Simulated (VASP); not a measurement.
SnO:

```
CELL_PARAMETERS angstrom
0.00000 2.53697 2.53697
2.53697 0.00000 2.53697
2.53697 2.53697 0.00000
ATOMIC_POSITIONS crystal
Sn 0.00000 0.00000 0.00000
O 0.50000 0.50000 0.50000
```

Program: VASP 6.6.1. Alike in all runs: task single point; potentials or basis VASP PAW PBE potentials, release 64 (Sn_d, O); no spin polarisation; cell as given; cutoff (eV) 520; smearing gaussian 0.01 eV.

Order these runs on this cell by their pressure, lowest first.
A. level HSE06; k mesh 4 × 4 × 4; grid for exact exchange (PRECFOCK) Normal; share of exact exchange 0.25; screening parameter 0.2079 1/Å
B. level PBE-based screened hybrid with 75 % exact exchange; k mesh 4 × 4 × 4; grid for exact exchange (PRECFOCK) Normal; share of exact exchange 0.75; screening parameter 0.1 1/Å
C. level PBE; k mesh 6 × 6 × 6

B (-7.7 GPa), A (-1.1 GPa), C (2.5 GPa).

Caveats: some runs use coarse meshes; the structure was generated, so it needn't be the stable form of SnO; the PAW data sets were made with another functional, which shifts forces and pressure a little (at least some runs).
